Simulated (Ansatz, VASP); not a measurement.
Two plane-wave programs on Bi

The input INCAR:

```
SYSTEM = Bi
PREC = Accurate
ENCUT = 600
EDIFF = 1E-7
ISMEAR = 0
SIGMA = 0.1
LREAL = .FALSE.
LASPH = .TRUE.
NELM = 80
ALGO = Normal
ISIF = 3
LWAVE = .FALSE.
LCHARG = .FALSE.
GGA = PE
IBRION = 2
NSW = 90
EDIFFG = -0.04
```

File KPOINTS:

```
Automatic mesh
0
G
  4 4 4
  0 0 0
```

Contents of POSCAR:

```
Bi
1.0
   -3.0719430600      3.0719430600      3.0719430600
    3.0719430600     -3.0719430600      3.0719430600
    3.0719430600      3.0719430600     -3.0719430600
Bi
3
Direct
    0.0000000000      0.5000000000      0.5000000000
    0.5000000000      0.0000000000      0.5000000000
    0.5000000000      0.5000000000      0.0000000000
```

Input for Ansatz:

```yaml
crystal:
  lattice:
    - [-3.07194306, 3.07194306, 3.07194306]
    - [3.07194306, -3.07194306, 3.07194306]
    - [3.07194306, 3.07194306, -3.07194306]
  atoms:
    - { symbol: Bi, position: [0.0, 0.5, 0.5] }
    - { symbol: Bi, position: [0.5, 0.0, 0.5] }
    - { symbol: Bi, position: [0.5, 0.5, 0.0] }
basis:
  ecutwfc: 420
kpoints:
  mp_grid: { grid: [4, 4, 4] }
hamiltonian:
  xc: pbe
scf:
  occupations: { method: gaussian, width: 0.1 }
  lower_state_search: "off"
output:
  forces: true
  stress: true
  eigenvalues: true
relax:
  adjacent_minimum: "off"
  f_tol: 0.04
  max_steps: 70
  cell: { stress_tol: 0.4 }
```

Alike in both runs: task relaxation of cell and atoms; functional PBE; k mesh 4 × 4 × 4; occupations gaussian, width 0.1 eV; no spin polarisation.

|  | VASP | Ansatz |
| --- | --- | --- |
| version | VASP 6.6.1 | Ansatz 0.2.0 |
| potentials or method | VASP PAW PBE potentials, release 64 (Bi_d), cutoff 600 eV | scalar-relativistic, plane waves, PAW |
| valence electrons in the cell | 45 | 45 |

```csv
,VASP,Ansatz,Ansatz less VASP
"gap on the k mesh at the Fermi level, each at its own relaxed structure (eV)",none,none,-
relaxed volume (Å³/atom),40.92,41.06,+0.144
relaxed cell length with the largest relative difference (Å),5.423,5.429,+0.0063
```

A gap of «none» marks a metal or a gap that the smearing closes.

The k mesh is coarse, so the values compare programs but aren't converged. Neither program's run includes spin-orbit coupling.
